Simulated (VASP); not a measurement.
# BAs (zincblende type) (F-43m) in VASP: notebook

BAs (zincblende type) is run at these levels: PBE; tasks: electric field gradients.

All numbers are computed with VASP 6.6.1; they aren't measurements. Logs are shortened: lines on timing, memory, paths and dates and some standing lists are left out, and cuts for length are marked.

### Step 1. The cell of the first run

It takes space group F-43m (No. 216, cubic). Conventional cell: a = 4.841 Å, b = 4.841 Å, c = 4.841 Å, α = 90.00°, β = 90.00°, γ = 90.00°. Within 2.8 Å of B (site symmetry -43m) lie 4 As at 2.10 Å. As (site symmetry -43m) has 4 B at 2.10 Å within 2.8 Å.

### Step 2. Electric field gradients, PBE (volume scaled by 1.02)

INCAR

```
SYSTEM = BAs
PREC = Accurate
ENCUT = 520
EDIFF = 1E-8
ISMEAR = -1
SIGMA = 0.08
LREAL = .FALSE.
LASPH = .TRUE.
NELM = 60
ALGO = Normal
ISIF = 2
LWAVE = .FALSE.
LCHARG = .FALSE.
GGA = PE
LEFG = .TRUE.
NBANDS = 11
```

KPOINTS

```
regular mesh
0
G
  15 15 15
  0 0 0
```

POSCAR

```
BAs
1.0
    0.0000000000      2.4205839852      2.4205839852
    2.4205839852      0.0000000000      2.4205839852
    2.4205839852      2.4205839852      0.0000000000
B As
1 1
Direct
    0.0000000000      0.0000000000      0.0000000000
    0.2500000000      0.2500000000      0.2500000000
```

Potentials or basis: VASP PAW PBE potentials, release 64 (B, As).

On the command line:

```console
$ cat potpaw_PBE.64/B/POTCAR potpaw_PBE.64/As/POTCAR > POTCAR
$ mpirun -np 1 vasp_std > vasp.out
```

OUTCAR:

```text
SYSTEM = BAs
   PREC = Accurate
   ENCUT = 520
   EDIFF = 1E-8
   ISMEAR = -1
   LREAL = .FALSE.
   LASPH = .TRUE.
   NELM = 60
   ISIF = 2
   GGA = PE

 ion  position               nearest neighbor table
   1  0.000  0.000  0.000-   2 2.10   2 2.10   2 2.10   2 2.10
   2  0.250  0.250  0.250-   1 2.10   1 2.10   1 2.10   1 2.10

  LATTYP: Found a face centered cubic cell.
 ALAT       =     4.8411679704

  Lattice vectors:

 A1 = (   0.0000000000,   2.4205839852,   2.4205839852)
 A2 = (   2.4205839852,   0.0000000000,   2.4205839852)
 A3 = (   2.4205839852,   2.4205839852,   0.0000000000)

Analysis of symmetry for initial positions (statically):
=====================================================================
 Subroutine PRICEL returns:
 Original cell was already a primitive cell.

 Routine SETGRP: Setting up the symmetry group for a
 face centered cubic supercell.

 Subroutine GETGRP returns: Found 24 space group operations
 (whereof 24 operations were pure point group operations)
 out of a pool of 48 trial point group operations.

The static configuration has the point symmetry T_d .

Analysis of symmetry for dynamics (positions and initial velocities):
=====================================================================
 Subroutine PRICEL returns:
 Original cell was already a primitive cell.

 Routine SETGRP: Setting up the symmetry group for a
 face centered cubic supercell.

 Subroutine GETGRP returns: Found 24 space group operations
 (whereof 24 operations were pure point group operations)
 out of a pool of 48 trial point group operations.

The dynamic configuration has the point symmetry T_d .

 Subroutine INISYM returns: Found 24 space group operations
 (whereof 24 operations are pure point group operations),
 and found     1 'primitive' translations

----------------------------------------------------------------------------------------

                                     Primitive cell

  volume of cell :      28.3655

  direct lattice vectors                    reciprocal lattice vectors
     0.000000000  2.420583985  2.420583985    -0.206561724  0.206561724  0.206561724
[... 128 lines left out ...]
  ext. energy  EPLUGINS =         0.00000000
  ---------------------------------------------------
  free energy    TOTEN  =       -11.41149493 eV

  energy without entropy =      -11.41149006  energy(sigma->0) =      -11.41149250

 E-fermi :   6.2858     XC(G=0): -10.4117

 val. band max:        5.6916006436   @ k =   0.0000   0.0000   0.0000
 cond. band min:       6.9077035959   @ k =   0.4000   0.4000   0.0000
 fundamental gap:      1.2161029523
 Fermi energy:         6.2857853602

 k-point     1 :       0.0000    0.0000    0.0000
  band No.  band energies     occupation
      1      -9.3506      2.00000
      2       5.6916      1.99881
      3       5.6916      1.99881
      4       5.6916      1.99881
      5       8.9190      0.00000
      6       8.9190      0.00000
      7       8.9190      0.00000
      8       9.8753      0.00000
      9      15.0848      0.00000
     10      18.4824      0.00000
     11      18.4824      0.00000
[... 309 lines left out ...]
 k-point    24 :       0.2000    0.1333    0.0000
  band No.  band energies     occupation
      1      -8.7224      2.00000
      2       2.8973      2.00000
      3       4.0731      2.00000
      4       4.2530      2.00000
      5       8.1817      0.00000
      6      10.5553      0.00000
      7      11.1360      0.00000
      8      11.6112      0.00000
      9      15.3492      0.00000
     10      17.2648      0.00000
     11      18.7303      0.00000

 [... further k-points ...]
[... 5 lines left out ...]
  --------------------------------------------------------------------------------------
  -------------------------------------------------------------------------------------
  Total       -0.3463215     -0.3463215     -0.3463215     -0.0000000     -0.0000000     -0.0000000
  in kB      -19.5613838    -19.5613838    -19.5613838     -0.0000000     -0.0000000     -0.0000000
  external PRESSURE =     -19.5613838 kB  Pullay stress =       0.0000000 kB

 VOLUME and BASIS-vectors are now :
 -----------------------------------------------------------------------------
  energy-cutoff  :      520.00
  volume of cell :       28.37
      direct lattice vectors                 reciprocal lattice vectors
     0.000000000  2.420583985  2.420583985    -0.206561724  0.206561724  0.206561724
     2.420583985  0.000000000  2.420583985     0.206561724 -0.206561724  0.206561724
     2.420583985  2.420583985  0.000000000     0.206561724  0.206561724 -0.206561724

 POSITION                                       TOTAL-FORCE (eV/Angst)
 -----------------------------------------------------------------------------------
      0.00000      0.00000      0.00000         0.000000     -0.000000     -0.000000
      1.21029      1.21029      1.21029        -0.000000      0.000000      0.000000
 -----------------------------------------------------------------------------------
    total drift:                               -0.000000     -0.000000     -0.000000

  FREE ENERGIE OF THE ION-ELECTRON SYSTEM (eV)
  ---------------------------------------------------
  free  energy   TOTEN  =       -11.4114949350 eV

  energy  without entropy=      -11.4114900630  energy(sigma->0) =      -11.41149250

 Electric field gradients (V/A^2)
---------------------------------------------------------------------
 ion       V_xx      V_yy      V_zz      V_xy      V_xz      V_yz
---------------------------------------------------------------------
   1       0.000     0.000     0.000    -0.000    -0.000    -0.000
   2      -0.000    -0.000    -0.000     0.000     0.000     0.000
---------------------------------------------------------------------

 Electric field gradients after diagonalization (V/A^2)
 (convention: |V_zz| > |V_xx| > |V_yy|)
----------------------------------------------------------------------
 ion       V_xx      V_yy      V_zz     asymmetry (V_yy - V_xx)/ V_zz
----------------------------------------------------------------------
   1       0.000     0.000    -0.000       0.000
   2      -0.000    -0.000     0.000       0.000
----------------------------------------------------------------------

           NMR quadrupolar parameters

 Cq : quadrupolar parameter    Cq=e*Q*V_zz/h
 eta: asymmetry parameters     (V_yy - V_xx)/ V_zz
 Q  : nuclear electric quadrupole moment in mb (millibarn)
----------------------------------------------------------------------
 ion       Cq(MHz)       eta       Q (mb)
----------------------------------------------------------------------
   1      -0.000       0.000       1.000
   2       0.000       0.000       1.000
----------------------------------------------------------------------
```

OSZICAR:

```text
N       E                     dE             d eps       ncg     rms          rms(c)
DAV:   1     0.123285477422E+02    0.12329E+02   -0.37316E+03  2640   0.636E+02
DAV:   2    -0.112555475897E+02   -0.23584E+02   -0.22468E+02  3475   0.104E+02
DAV:   3    -0.119737546837E+02   -0.71821E+00   -0.71638E+00  3291   0.169E+01
DAV:   4    -0.119757912078E+02   -0.20365E-02   -0.20364E-02  2934   0.102E+00
DAV:   5    -0.119757944852E+02   -0.32774E-05   -0.32767E-05  3179   0.438E-02    0.466E+00
DAV:   6    -0.114675385881E+02    0.50826E+00   -0.14650E+00  2814   0.480E+00    0.227E+00
DAV:   7    -0.114172321088E+02    0.50306E-01   -0.16414E-01  3096   0.200E+00    0.952E-01
DAV:   8    -0.114110282677E+02    0.62038E-02   -0.19258E-02  2982   0.782E-01    0.942E-02
DAV:   9    -0.114113300485E+02   -0.30178E-03   -0.78288E-04  3029   0.158E-01    0.543E-02
DAV:  10    -0.114114882614E+02   -0.15821E-03   -0.19453E-04  2809   0.845E-02    0.118E-02
DAV:  11    -0.114114944479E+02   -0.61865E-05   -0.57015E-06  3288   0.159E-02    0.965E-03
DAV:  12    -0.114114947709E+02   -0.32300E-06   -0.28409E-06  2754   0.921E-03    0.332E-03
DAV:  13    -0.114114948113E+02   -0.40493E-07   -0.82421E-08  3275   0.186E-03    0.112E-03
DAV:  14    -0.114114949302E+02   -0.11888E-06   -0.14404E-08  2738   0.792E-04    0.130E-04
DAV:  15    -0.114114949350E+02   -0.47264E-08   -0.30698E-10  1356   0.129E-04
   1 F= -.11411495E+02 E0= -.11411492E+02  d E =-.487192E-05
```

stdout:

```text
POSCAR found type information on POSCAR B As
 POSCAR found :  2 types and       2 ions
 scaLAPACK will be used
 LDA part: xc-table for (Slater+PW92), standard interpolation
 POSCAR, INCAR and KPOINTS ok, starting setup
 FFT: planning ... GRIDC
 FFT: planning ... GRID_SOFT
 FFT: planning ... GRID
 WAVECAR not read
 entering main loop
ion   1

ion   2
```

Wall time 70 s (1 thread of Intel Xeon Platinum 8488C (Sapphire Rapids), shared host); peak memory 0.18 GiB.

What came out:

- Free energy: -11.4115 eV
- Pressure: -2.0 GPa
- Band gap on the k mesh: 1.22 eV, indirect (least direct gap 3.23 eV)

Caveat: without QUAD_EFG the Cq values of the log hold for a quadrupole moment of 1 mb, not for the nuclei. A k mesh can miss the band edges.

### Step 3. Electric field gradients, PBE (volume scaled by 1.06)

INCAR

```
ALGO     = Normal         # electronic algorithm
EDIFF    = 1E-8           # SCF threshold, eV
ENCUT    = 520            # plane-wave cutoff, eV
GGA      = PE             # functional
ISIF     = 2              # what is computed and relaxed
ISMEAR   = -1             # smearing method
LASPH    = True           # aspherical terms in the spheres
LCHARG   = False          # write CHGCAR
LEFG     = True         
LREAL    = False          # projectors in reciprocal space
LWAVE    = False          # write WAVECAR
NBANDS   = 11             # bands
NELM     = 100            # most SCF steps
PREC     = Accurate       # precision mode
SIGMA    = 0.08           # smearing width, eV
```

KPOINTS

```
k-points
0
Gamma
  15 15 15
```

POSCAR

```
BAs
1.0
    0.0000000000      2.4518207722      2.4518207722
    2.4518207722      0.0000000000      2.4518207722
    2.4518207722      2.4518207722      0.0000000000
B As
1 1
Direct
    0.0000000000      0.0000000000      0.0000000000
    0.2500000000      0.2500000000      0.2500000000
```

Potentials or basis: VASP PAW PBE potentials, release 64 (B, As).

On the command line:

```console
$ cat potpaw_PBE.64/B/POTCAR potpaw_PBE.64/As/POTCAR > POTCAR
$ mpirun -np 1 vasp_std > vasp.out
```

OUTCAR:

```text
EDIFF = 1E-8
   ENCUT = 520
   GGA = PE
   ISIF = 2
   ISMEAR = -1
   LASPH = True
   LREAL = False
   NELM = 100
   PREC = Accurate

 ion  position               nearest neighbor table
   1  0.000  0.000  0.000-   2 2.12   2 2.12   2 2.12   2 2.12
   2  0.250  0.250  0.250-   1 2.12   1 2.12   1 2.12   1 2.12

  LATTYP: Found a face centered cubic cell.
 ALAT       =     4.9036415444

  Lattice vectors:

 A1 = (   0.0000000000,   2.4518207722,   2.4518207722)
 A2 = (   2.4518207722,   0.0000000000,   2.4518207722)
 A3 = (   2.4518207722,   2.4518207722,   0.0000000000)

Analysis of symmetry for initial positions (statically):
=====================================================================
 Subroutine PRICEL returns:
 Original cell was already a primitive cell.

 Routine SETGRP: Setting up the symmetry group for a
 face centered cubic supercell.

 Subroutine GETGRP returns: Found 24 space group operations
 (whereof 24 operations were pure point group operations)
 out of a pool of 48 trial point group operations.

The static configuration has the point symmetry T_d .

Analysis of symmetry for dynamics (positions and initial velocities):
=====================================================================
 Subroutine PRICEL returns:
 Original cell was already a primitive cell.

 Routine SETGRP: Setting up the symmetry group for a
 face centered cubic supercell.

 Subroutine GETGRP returns: Found 24 space group operations
 (whereof 24 operations were pure point group operations)
 out of a pool of 48 trial point group operations.

The dynamic configuration has the point symmetry T_d .

 Subroutine INISYM returns: Found 24 space group operations
 (whereof 24 operations are pure point group operations),
 and found     1 'primitive' translations

----------------------------------------------------------------------------------------

                                     Primitive cell

  volume of cell :      29.4779

  direct lattice vectors                    reciprocal lattice vectors
     0.000000000  2.451820772  2.451820772    -0.203930077  0.203930077  0.203930077
     2.451820772  0.000000000  2.451820772     0.203930077 -0.203930077  0.203930077
     2.451820772  2.451820772  0.000000000     0.203930077  0.203930077 -0.203930077

  length of vectors
     3.467398189  3.467398189  3.467398189     0.353217255  0.353217255  0.353217255

  position of ions in fractional coordinates (direct lattice)
     0.000000000  0.000000000  0.000000000
     0.250000000  0.250000000  0.250000000

  ion indices of the primitive-cell ions
   primitive index   ion index
                 1           1
                 2           2

----------------------------------------------------------------------------------------

 KPOINTS: k-points

Automatic generation of k-mesh.
 Grid dimensions read from file:
 generate k-points for:   15   15   15

[... 72 lines left out ...]
   TEBEG  =    0.0;   TEEND  =   0.0 temperature during run
   PSTRESS=    0.0 pullay stress
   NELECT =       8.0000    total number of electrons
   NUPDOWN=      -1.0000    fix difference up-down
   EMIN   =  10.00;   EMAX   =-10.00  energy-range for DOS
   EFERMI =   0.00;   METHOD = LEGACY
   ISMEAR =    -1;   SIGMA  =   0.08  broadening in eV -4-tet -1-fermi 0-gaus
   EFERMI_NEDOS =   21; number of points for ismear=-14 and -15
   IALGO  =     38    algorithm
   IMIX   =      4    mixing-type and parameters
     AMIX     =   0.40;   BMIX     =  1.00
     AMIX_MAG =   1.60;   BMIX_MAG =  1.00
  volume/ion in A,a.u.               =      14.74        99.46
  Fermi-wavevector in a.u.,A,eV,Ry     =   1.059919  2.002957 15.285177  1.123429
  Thomas-Fermi vector in A             =   2.195282
   LORBIT       =      0    0 simple, 1 ext, 2 COOP (PROOUT), +10 PAW based schemes
   GGA     = PE    functional components
   LHFCALC =     F    Hartree Fock is set to
   AEXX    =    0.0000 exact exchange contribution
   IVDW    =     0    specifies the selected vdW correction
   LEPSILON=     F    determine dielectric tensor
   LRPA    =     F    only Hartree local field effects (RPA)
 non-spin polarized calculation
  energy-cutoff  :      520.00
  volume of cell :       29.48
 maximum number of plane-waves:       821
 NGX is ok and might be reduce to    28
   NGX = 13   NGY = 13   NGZ = 13

 number of electron       8.0000000 magnetization

 Free energy of the ion-electron system (eV)
  ---------------------------------------------------
  ext. energy  EPLUGINS =         0.00000000
  ---------------------------------------------------
  free energy    TOTEN  =       -11.38236798 eV

  energy without entropy =      -11.38236385  energy(sigma->0) =      -11.38236591

 E-fermi :   5.9010     XC(G=0): -10.2473

 val. band max:        5.2878365485   @ k =   0.0000   0.0000   0.0000
 cond. band min:       6.5409937198   @ k =   0.4000   0.4000   0.0000
 fundamental gap:      1.2531571713
 Fermi energy:         5.9010389423

 k-point     1 :       0.0000    0.0000    0.0000
  band No.  band energies     occupation
      1      -9.4217      2.00000
      2       5.2878      1.99906
      3       5.2878      1.99906
      4       5.2878      1.99906
      5       8.4699      0.00000
      6       8.4699      0.00000
      7       8.4699      0.00000
      8       9.0011      0.00000
      9      14.5068      0.00000
     10      17.9285      0.00000
     11      17.9285      0.00000
[... 309 lines left out ...]
 k-point    24 :       0.2000    0.1333    0.0000
  band No.  band energies     occupation
      1      -8.8165      2.00000
      2       2.5145      2.00000
      3       3.7401      2.00000
      4       3.8893      2.00000
      5       7.7602      0.00000
      6       9.9145      0.00000
      7      10.5976      0.00000
      8      11.0135      0.00000
      9      14.8102      0.00000
     10      16.5971      0.00000
     11      18.1787      0.00000

 [... further k-points ...]
[... 5 lines left out ...]
  --------------------------------------------------------------------------------------
  -------------------------------------------------------------------------------------
  Total       -1.1658267     -1.1658267     -1.1658267      0.0000000     -0.0000000      0.0000000
  in kB      -63.3648496    -63.3648496    -63.3648496      0.0000000     -0.0000000      0.0000000
  external PRESSURE =     -63.3648496 kB  Pullay stress =       0.0000000 kB

 VOLUME and BASIS-vectors are now :
 -----------------------------------------------------------------------------
  energy-cutoff  :      520.00
  volume of cell :       29.48
      direct lattice vectors                 reciprocal lattice vectors
     0.000000000  2.451820772  2.451820772    -0.203930077  0.203930077  0.203930077
     2.451820772  0.000000000  2.451820772     0.203930077 -0.203930077  0.203930077
     2.451820772  2.451820772  0.000000000     0.203930077  0.203930077 -0.203930077

 POSITION                                       TOTAL-FORCE (eV/Angst)
 -----------------------------------------------------------------------------------
      0.00000      0.00000      0.00000         0.000000     -0.000000     -0.000000
      1.22591      1.22591      1.22591        -0.000000      0.000000      0.000000
 -----------------------------------------------------------------------------------
    total drift:                               -0.000000     -0.000000      0.000000

  FREE ENERGIE OF THE ION-ELECTRON SYSTEM (eV)
  ---------------------------------------------------
  free  energy   TOTEN  =       -11.3823679766 eV

  energy  without entropy=      -11.3823638460  energy(sigma->0) =      -11.38236591

 Electric field gradients (V/A^2)
---------------------------------------------------------------------
 ion       V_xx      V_yy      V_zz      V_xy      V_xz      V_yz
---------------------------------------------------------------------
   1      -0.000    -0.000    -0.000    -0.000    -0.000    -0.000
   2      -0.000     0.000    -0.000     0.000     0.000     0.000
---------------------------------------------------------------------

 Electric field gradients after diagonalization (V/A^2)
 (convention: |V_zz| > |V_xx| > |V_yy|)
----------------------------------------------------------------------
 ion       V_xx      V_yy      V_zz     asymmetry (V_yy - V_xx)/ V_zz
----------------------------------------------------------------------
   1       0.000     0.000    -0.000       0.000
   2      -0.000    -0.000     0.000       0.000
----------------------------------------------------------------------

           NMR quadrupolar parameters

 Cq : quadrupolar parameter    Cq=e*Q*V_zz/h
 eta: asymmetry parameters     (V_yy - V_xx)/ V_zz
 Q  : nuclear electric quadrupole moment in mb (millibarn)
----------------------------------------------------------------------
 ion       Cq(MHz)       eta       Q (mb)
----------------------------------------------------------------------
   1      -0.000       0.000       1.000
   2       0.000       0.000       1.000
----------------------------------------------------------------------
```

It took 81 s on 1 thread of Intel Xeon Platinum 8488C (Sapphire Rapids), shared host; peak memory 0.18 GiB.

What came out:

- Free energy: -11.3824 eV
- Pressure: -6.3 GPa
- Band gap on the k mesh: 1.25 eV, indirect (least direct gap 3.18 eV)

Levels at points of the mesh, in eV from the valence-band top:
```csv
k point,band 1,band 2,band 3,band 4,band 5,band 6,band 7,band 8
"(0.00, 0.00, 0.00)",-14.71,0.00,0.00,0.00,3.18,3.18,3.18,3.71
```

Caveat: without QUAD_EFG the Cq values of the log hold for a quadrupole moment of 1 mb, not for the nuclei. A k mesh can miss the band edges.
